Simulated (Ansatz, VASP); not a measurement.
Given: the input of a run of Ansatz 0.2.0 on C.

The input input.yaml:

```yaml
crystal:
  lattice:
    - [0.0, 1.8183469191, 1.8183469191]
    - [1.8183469191, 0.0, 1.8183469191]
    - [1.8183469191, 1.8183469191, 0.0]
  atoms:
    - { symbol: C, position: [0.75, 0.75, 0.75] }
    - { symbol: C, position: [0.5, 0.5, 0.5] }
hamiltonian:
  xc: r2scan
  pseudopotentials: { kind: paw }
kpoints:
  mp_grid: { grid: [13, 13, 13] }
scf:
  occupations: { method: fermi_dirac, width: 0.05 }
output:
  forces: true
  stress: true
  eigenvalues: true
```

Potentials or basis: Ansatz PAW.

Launch:

```bash
$ ansatz run input.yaml --threads 2 --pin off --max-ram 5632MiB --backend cpu --events-out ev --progress --plain --runs-dir out
```

Translate it to VASP 6.6.1. Potentials there: VASP PAW PBE potentials, release 64 (C).

As run (the cutoff follows the program's own potentials):

The input POSCAR:

```
C
1.0
    0.0000000000      1.8183469191      1.8183469191
    1.8183469191      0.0000000000      1.8183469191
    1.8183469191      1.8183469191      0.0000000000
C
2
Direct
    0.7500000000      0.7500000000      0.7500000000
    0.5000000000      0.5000000000      0.5000000000
```

INCAR.step1

```
SYSTEM = C
PREC = Accurate
ENCUT = 520
ISMEAR = -1
SIGMA = 0.05
LREAL = .False.
LASPH = .True.
NELM = 60
NBANDS = 11
GGA = PE
ALGO = Normal
EDIFF = 1E-4
LWAVE = .True.
LCHARG = .False.
```

Contents of INCAR.step2:

```
SYSTEM = C
PREC = Accurate
ENCUT = 520
EDIFF = 1E-7
ISMEAR = -1
SIGMA = 0.05
LREAL = .False.
LASPH = .True.
NELM = 60
ALGO = Normal
ISIF = 2
LWAVE = .False.
LCHARG = .False.
METAGGA = R2SCAN
LMIXTAU = .True.
NBANDS = 11
ISTART = 1
```

The input KPOINTS:

```
Automatic mesh
0
Gamma
  13 13 13
  0 0 0
```

Potentials or basis: VASP PAW PBE potentials, release 64 (C).

Command:

```sh
$ cat potpaw_PBE.64/C/POTCAR > POTCAR
$ cp INCAR.step1 INCAR
$ mpirun -np 1 vasp_std > vasp.out
$ cp INCAR.step2 INCAR
$ mpirun -np 1 vasp_std > vasp.out
```

Both were run:

|  | VASP | Ansatz | Ansatz less VASP |
| --- | --- | --- | --- |
| gap on the k mesh at the Fermi level (eV) | 4.21 | 4.23 | +0.025 |
| least direct gap on the mesh (eV) | 5.68 | 5.72 | +0.040 |
| pressure (GPa) | -24.6 | -25.5 | -0.88 |

VASP's potentials were made for PBE, not for r2SCAN. With one functional, cell and mesh, what is left measures potentials, basis and numerics.

Noted on Ansatz's run: odd divisions of the mesh miss points on the zone boundary, where band edges often lie, so the gap on the mesh can be too wide.
